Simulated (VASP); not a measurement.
**Al12H: single point with PBE**

System: Al12H, a slab with vacuum.

```
Al H
1.0
     5.71430    0.00000    0.00000
    -2.85715    4.94873    0.00000
     0.00000    0.00000   21.60164
Al H
12 1
Cartesian
  1.4286 0.8248 4.0000
  0.0000 3.2992 4.0000
  4.2857 0.8248 4.0000
  2.8572 3.2992 4.0000
  0.0000 1.6496 6.3009
  -1.4286 4.1239 6.3009
  2.8572 1.6496 6.3009
  1.4286 4.1239 6.3009
  0.0000 0.0000 8.6016
  -1.4286 2.4744 8.6016
  2.8572 0.0000 8.6016
  1.4286 2.4744 8.6016
  2.8572 -1.6496 9.2916
```

```
Program                : VASP 6.6.1
Task                   : single point
Functional             : PBE
Potentials or basis    : VASP PAW PBE potentials, release 64 (Al, H)
Cutoff                 : 520 eV
k mesh                 : 6 × 6 × 1
Occupations            : gaussian, width 0.1 eV
Spin                   : collinear spin
Starting moments       : [0.0, 0.0, 0.0, 0.0, 0.0, 0.0, 0.0, 0.0, 0.0, 0.0, 0.0, 0.0, 1.0] μB
Dipole correction      : yes
Further INCAR settings : ALGO = Normal; EDIFF = 1e-07; NBANDS = 34
```

```
Largest force                                         : 0.872 eV/Å
Net moment                                            : 0.00 μB per cell
Valence electrons inside the program's atomic spheres : Al 0.76, 0.78, 0.77 (each value once); H 0.59
```

Forces in eV/Å, atoms in the order of the input:
```
Al  -0.053 -0.030 -0.074
Al   0.000  0.000  0.049
Al   0.053 -0.030 -0.074
Al   0.000  0.061 -0.074
Al   0.000  0.019  0.094
Al   0.016 -0.009  0.094
Al   0.000  0.000 -0.014
Al  -0.016 -0.009  0.094
Al   0.000  0.000  0.066
Al  -0.726 -0.419 -0.239
Al   0.000  0.838 -0.239
Al   0.726 -0.419 -0.239
H    0.000  0.000  0.556
```

Levels at points of the mesh, in eV from the Fermi level:
Spin up:
| k point | band 15 | band 16 | band 17 | band 18 | band 19 | band 20 | band 21 | band 22 |
| --- | --- | --- | --- | --- | --- | --- | --- | --- |
| (0.00, 0.00, 0.00) | -2.84 | -2.84 | -1.39 | -0.56 | -0.56 | -0.32 | -0.32 | -0.24 |
| (0.50, 0.00, 0.00) | -0.84 | -0.59 | -0.48 | -0.31 | 0.45 | 0.84 | 1.06 | 1.09 |
Spin down:
| k point | band 15 | band 16 | band 17 | band 18 | band 19 | band 20 | band 21 | band 22 |
| --- | --- | --- | --- | --- | --- | --- | --- | --- |
| (0.00, 0.00, 0.00) | -2.84 | -2.84 | -1.39 | -0.56 | -0.56 | -0.32 | -0.32 | -0.24 |
| (0.50, 0.00, 0.00) | -0.84 | -0.59 | -0.48 | -0.31 | 0.45 | 0.84 | 1.06 | 1.09 |

Wall time 9.6 min on 1 thread of Intel(R) Xeon(R) 6975P-C (Granite Rapids), on a shared host, peak memory 0.9 GiB.
